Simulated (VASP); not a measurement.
# VOs (P-6m2) in VASP: a series of runs

Runs on VOs. Level: LDA. Tasks: single point.

Program: VASP 6.6.1. These are calculated values, not measurements. Logs are shortened: lines on timing, memory, paths and dates and some standing lists are left out, and cuts for length are marked.

## 1. The cell of the first run

The structure is hexagonal, space group P-6m2 (No. 187). The conventional cell has a = 2.763 Å, b = 2.763 Å, c = 4.258 Å, α = 90.00°, β = 90.00°, γ = 120.00°. Within 3.5 Å of V (site symmetry -6m2) lie 6 Os at 2.66 Å and 6 V at 2.76 Å. Within 3.5 Å of Os (site symmetry -6m2) lie 6 V at 2.66 Å and 6 Os at 2.76 Å.

## 2. Single point, LDA, collinear spin, ferromagnetic start

INCAR reads:

```
PREC = Accurate ; ENCUT = 600
EDIFF = 1E-6 ; ISMEAR = -1
SIGMA = 0.3 ; LREAL = False
LASPH = True ; NELM = 200
ALGO = Normal ; ISIF = 2
LWAVE = False ; LCHARG = True
ISPIN = 2 ; MAGMOM = 2 0
LORBIT = 11 ; LMAXMIX = 4
LELF = True ; LVHAR = True
NBANDS = 22 ; GGA_COMPAT = False
```

KPOINTS reads:

```
regular mesh
0
Gamma
  6 6 3
```

POSCAR reads:

```
VOs
1.0
    2.7634120100      0.0000000000      0.0000000000
   -1.3817060050      2.3931850018      0.0000000000
    0.0000000000      0.0000000000      4.2580210000
V Os
1 1
Direct
    0.6666666667      0.3333333333      0.0000000000
    0.0000000000      0.0000000000      0.5000000000
```

Potentials or basis: VASP PAW LDA potentials, release 64 (V_sv, Os).

Run with:

```sh
$ cat potpaw_LDA.64/V_sv/POTCAR potpaw_LDA.64/Os/POTCAR > POTCAR
$ mpirun -np 1 vasp_std > vasp.out
```

OUTCAR:

```text
PREC = Accurate
   ENCUT = 600
   EDIFF = 1E-6
   ISMEAR = -1
   LREAL = False
   LASPH = True
   NELM = 200
   ISIF = 2
   ISPIN = 2
   LORBIT = 11

 ion  position               nearest neighbor table
   1  0.667  0.333  0.000-   2 2.66   2 2.66   2 2.66   2 2.66   2 2.66   2 2.66
   2  0.000  0.000  0.500-   1 2.66   1 2.66   1 2.66   1 2.66   1 2.66   1 2.66

  LATTYP: Found a hexagonal cell.
 ALAT       =     2.7634120100
 C/A-ratio  =     1.5408563705

  Lattice vectors:

 A1 = (   2.7634120100,   0.0000000000,   0.0000000000)
 A2 = (  -1.3817060050,   2.3931850018,   0.0000000000)
 A3 = (   0.0000000000,   0.0000000000,   4.2580210000)

Analysis of symmetry for initial positions (statically):
=====================================================================
 Subroutine PRICEL returns:
 Original cell was already a primitive cell.

 Routine SETGRP: Setting up the symmetry group for a
 hexagonal supercell.

 Subroutine GETGRP returns: Found 12 space group operations
 (whereof 12 operations were pure point group operations)
 out of a pool of 24 trial point group operations.

The static configuration has the point symmetry D_3h.

Analysis of symmetry for dynamics (positions and initial velocities):
=====================================================================
 Subroutine PRICEL returns:
 Original cell was already a primitive cell.

 Routine SETGRP: Setting up the symmetry group for a
 hexagonal supercell.

 Subroutine GETGRP returns: Found 12 space group operations
 (whereof 12 operations were pure point group operations)
 out of a pool of 24 trial point group operations.

The dynamic configuration has the point symmetry D_3h.

Analysis of structural, dynamic, and magnetic symmetry:
=====================================================================
 Subroutine PRICEL returns:
 Original cell was already a primitive cell.

 Routine SETGRP: Setting up the symmetry group for a
 hexagonal supercell.

 Subroutine GETGRP returns: Found 12 space group operations
 (whereof 12 operations were pure point group operations)
 out of a pool of 24 trial point group operations.

The overall configuration has the point symmetry D_3h.

 Subroutine INISYM returns: Found 12 space group operations
 (whereof 12 operations are pure point group operations),
 and found     1 'primitive' translations

----------------------------------------------------------------------------------------

                                     Primitive cell

  volume of cell :      28.1598

  direct lattice vectors                    reciprocal lattice vectors
     2.763412010  0.000000000  0.000000000     0.361871482  0.208926598  0.000000000
    -1.381706005  2.393185002  0.000000000     0.000000000  0.417853195  0.000000000
     0.000000000  0.000000000  4.258021000     0.000000000  0.000000000  0.234850885

  length of vectors
     2.763412010  2.763412010  4.258021000     0.417853195  0.417853195  0.234850885

  position of ions in fractional coordinates (direct lattice)
     0.666666667  0.333333333  0.000000000
     0.000000000  0.000000000  0.500000000

  ion indices of the primitive-cell ions
   primitive index   ion index
                 1           1
                 2           2

----------------------------------------------------------------------------------------

 KPOINTS: regular mesh

Automatic generation of k-mesh.
 Grid dimensions read from file:
 generate k-points for:    6    6    3

 Generating k-lattice:

  Cartesian coordinates                     Fractional coordinates (reciprocal lattice)
     0.060311914  0.034821100  0.000000000     0.166666667  0.000000000  0.000000000
     0.000000000  0.069642199  0.000000000     0.000000000  0.166666667  0.000000000
     0.000000000  0.000000000  0.078283628     0.000000000  0.000000000  0.333333333

  Length of vectors
     0.069642199  0.069642199  0.078283628

  Shift w.r.t. Gamma in fractional coordinates (k-lattice)
     0.000000000  0.000000000  0.000000000

 Subroutine IBZKPT returns following result:
 ===========================================

 Found     14 irreducible k-points:

 Following reciprocal coordinates:
            Coordinates               Weight
  0.000000  0.000000  0.000000      1.000000
  0.166667  0.000000  0.000000      6.000000
  0.333333  0.000000  0.000000      6.000000
  0.500000  0.000000  0.000000      3.000000
  0.166667  0.166667  0.000000      6.000000
  0.333333  0.166667  0.000000     12.000000
  0.333333  0.333333  0.000000      2.000000
  0.000000  0.000000  0.333333      2.000000
  0.166667  0.000000  0.333333     12.000000
  0.333333  0.000000  0.333333     12.000000
  0.500000  0.000000  0.333333      6.000000
  0.166667  0.166667  0.333333     12.000000
  0.333333  0.166667  0.333333     24.000000
  0.333333  0.333333  0.333333      4.000000
   k-points           NKPTS =     14   k-points in BZ     NKDIM =     14   number of bands    NBANDS=     22
   number of dos      NEDOS =    301   number of ions     NIONS =      2
   total plane-waves  NPLWV =  20736
   dimension x,y,z NGX =    24 NGY =   24 NGZ =   36
   dimension x,y,z NGXF=    48 NGYF=   48 NGZF=   72
   ions per type =               1   1
   NGX,Y,Z   is equivalent  to a cutoff of  14.44, 14.44, 14.06 a.u.
   NGXF,Y,Z  is equivalent  to a cutoff of  28.88, 28.88, 28.11 a.u.
 SYSTEM =  unknown system
   PREC   = accura    normal or accurate (medium, high low for compatibility)
   ISTART =      0    job   : 0-new  1-cont  2-samecut
   ICHARG =      2    charge: 1-file 2-atom 10-const
   ISPIN  =      2    spin polarized calculation?
   LNONCOLLINEAR =      F non collinear calculations
   LSORBIT =      F    spin-orbit coupling
   LASPH  =      T    aspherical Exc in radial PAW
   ENCUT  =  600.0 eV  44.10 Ry    6.64 a.u.   5.52  5.52  8.50*2*pi/ulx,y,z
   NELM   =    200;   NELMIN=  2; NELMDL= -5     # of ELM steps
   EDIFF  = 0.1E-05   stopping-criterion for ELM
   LREAL  =      F    real-space projection
   EDIFFG = 0.1E-04   stopping-criterion for IOM
   NSW    =      0    number of steps for IOM
   IBRION =     -1    ionic relax: 0-MD 1-quasi-New 2-CG
   NFREE  =      0    steps in history (QN), initial steepest desc. (CG)
   ISIF   =      2    stress and relaxation
   ISYM   =      2    0-nonsym 1-usesym 2-fastsym
   POTIM  = 0.5000    time-step for ionic-motion
   TEBEG  =    0.0;   TEEND  =   0.0 temperature during run
   PSTRESS=    0.0 pullay stress
   NELECT =      21.0000    total number of electrons
   NUPDOWN=      -1.0000    fix difference up-down
   EMIN   =  10.00;   EMAX   =-10.00  energy-range for DOS
   EFERMI =   0.00;   METHOD = LEGACY
   ISMEAR =    -1;   SIGMA  =   0.30  broadening in eV -4-tet -1-fermi 0-gaus
   EFERMI_NEDOS =   21; number of points for ismear=-14 and -15
   IALGO  =     38    algorithm
   IMIX   =      4    mixing-type and parameters
     AMIX     =   0.40;   BMIX     =  1.00
     AMIX_MAG =   1.60;   BMIX_MAG =  1.00
  volume/ion in A,a.u.               =      14.08        95.02
  Fermi-wavevector in a.u.,A,eV,Ry     =   1.484584  2.805456 29.987088  2.203989
  Thomas-Fermi vector in A             =   2.598102
   LORBIT       =     11    0 simple, 1 ext, 2 COOP (PROOUT), +10 PAW based schemes
   GGA     = CA    functional components
   LHFCALC =     F    Hartree Fock is set to
   AEXX    =    0.0000 exact exchange contribution
   IVDW    =     0    specifies the selected vdW correction
   LEPSILON=     F    determine dielectric tensor
   LRPA    =     F    only Hartree local field effects (RPA)
 spin polarized calculation
  energy-cutoff  :      600.00
  volume of cell :       28.16
 maximum number of plane-waves:       954
 NGX is ok and might be reduce to    24
   NGX = 11   NGY = 11   NGZ = 17

 number of electron      20.9999999 magnetization       0.0005680

 number of electron      20.9999999 magnetization      -0.0001818

 Free energy of the ion-electron system (eV)
  ---------------------------------------------------
  ext. energy  EPLUGINS =         0.00000000
  ---------------------------------------------------
  free energy    TOTEN  =       -22.97164397 eV

  energy without entropy =      -22.21033971  energy(sigma->0) =      -22.59099184

 E-fermi :   9.0882     XC(G=0): -13.5638

 val. band max:        9.0828998624   @ k =   0.5000   0.0000   0.3333
 cond. band min:       9.1613583637   @ k =   0.1667   0.1667   0.0000
 fundamental gap:      0.0784585012
 Fermi energy:         9.0882044502

 spin component 1

 k-point     1 :       0.0000    0.0000    0.0000
  band No.  band energies     occupation
      1     -54.1901      1.00000
      2     -28.4857      1.00000
      3     -28.1640      1.00000
      4     -28.1640      1.00000
      5       0.1650      1.00000
      6       3.6750      1.00000
[... 14 lines left out ...]
     21      30.6704      0.00000
     22      30.6704      0.00000
[... 301 lines left out ...]
 k-point    14 :       0.3333    0.3333    0.3333
  band No.  band energies     occupation
      1     -54.0916      1.00000
      2     -28.5246      1.00000
      3     -28.5240      1.00000
      4     -28.4091      1.00000
      5       5.2194      1.00000
      6       5.2257      1.00000
[... 14 lines left out ...]
     21      27.8722      0.00000
     22      28.8128      0.00000
 Fermi energy:         9.0882044502

 spin component 2

 k-point     1 :       0.0000    0.0000    0.0000
  band No.  band energies     occupation
      1     -54.1901      1.00000
      2     -28.4857      1.00000
      3     -28.1640      1.00000
      4     -28.1640      1.00000
      5       0.1650      1.00000
      6       3.6750      1.00000
[... 14 lines left out ...]
     21      30.6703      0.00000
     22      30.6703      0.00000
[... 302 lines left out ...]
  band No.  band energies     occupation
      1     -54.0915      1.00000
      2     -28.5246      1.00000
      3     -28.5240      1.00000
      4     -28.4091      1.00000
      5       5.2194      1.00000
      6       5.2256      1.00000
[... 14 lines left out ...]
     21      27.8723      0.00000
     22      28.8127      0.00000

------------------------ aborting loop because EDIFF is reached ----------------------------------------

  FORCE on cell =-STRESS in cart. coord.  units (eV):
  Direction    XX          YY          ZZ          XY          YZ          ZX
  --------------------------------------------------------------------------------------
  -------------------------------------------------------------------------------------
  Total       -2.4550179     -2.4550179     -2.0945089      0.0000000      0.0000000      0.0000000
  in kB     -139.6804209   -139.6804209   -119.1689438      0.0000000      0.0000000      0.0000000
  external PRESSURE =    -132.8432619 kB  Pullay stress =       0.0000000 kB

 VOLUME and BASIS-vectors are now :
 -----------------------------------------------------------------------------
  energy-cutoff  :      600.00
  volume of cell :       28.16
      direct lattice vectors                 reciprocal lattice vectors
     2.763412010  0.000000000  0.000000000     0.361871482  0.208926598  0.000000000
    -1.381706005  2.393185002  0.000000000     0.000000000  0.417853195  0.000000000
     0.000000000  0.000000000  4.258021000     0.000000000  0.000000000  0.234850885

 POSITION                                       TOTAL-FORCE (eV/Angst)
 -----------------------------------------------------------------------------------
      1.38171      0.79773      0.00000        -0.000000      0.000000      0.000000
      0.00000      0.00000      2.12901         0.000000     -0.000000      0.000000
 -----------------------------------------------------------------------------------
    total drift:                               -0.000000      0.000000      0.000000

  FREE ENERGIE OF THE ION-ELECTRON SYSTEM (eV)
  ---------------------------------------------------
  free  energy   TOTEN  =       -22.9716439733 eV

  energy  without entropy=      -22.2103397080  energy(sigma->0) =      -22.59099184

 total charge

# of ion       s       p       d       tot
------------------------------------------
    1        2.320   6.230   3.083  11.633
    2        0.688   0.656   6.212   7.556
--------------------------------------------------
tot          3.008   6.886   9.295  19.189

 magnetization (x)

# of ion       s       p       d       tot
------------------------------------------
    1       -0.000  -0.000  -0.000  -0.000
    2        0.000  -0.000  -0.000  -0.000
--------------------------------------------------
tot         -0.000  -0.000  -0.000  -0.000
```

It took 9.6 s on 1 thread of Intel Xeon Platinum 8559C (Emerald Rapids), shared host; peak memory 0.15 GiB.

Results:

```yaml
Free_energy: -22.9716 eV
Pressure: -13.3 GPa
Net_moment: 0.00 μB per cell
Valence_electrons_inside_the_program's_atomic_spheres: V 11.63; Os 7.56
```

Levels at points of the mesh, in eV from the Fermi level:
Spin up:
```
           k point  band 7  band 8  band 9  band 10  band 11  band 12  band 13  band 14
(0.00, 0.00, 0.00)   -2.18   -2.18   -0.33    -0.19    -0.19     0.34     0.34     1.14
(0.50, 0.00, 0.00)   -3.93   -1.77   -1.58    -0.38     0.16     2.46     2.95     3.25
```
Spin down:
```tsv
k point	band 8	band 9	band 10	band 11	band 12	band 13
(0.00, 0.00, 0.00)	-2.18	-0.33	-0.19	-0.19	0.34	0.34
(0.50, 0.00, 0.00)	-1.77	-1.58	-0.38	0.16	2.46	2.95
```

Caveat: the k points lie up to 0.49 Å⁻¹ apart; so wide a smearing shifts energies and pressures; spin-orbit coupling is left out, which moves the levels of the heavy elements.

[end of part 1 of 2]
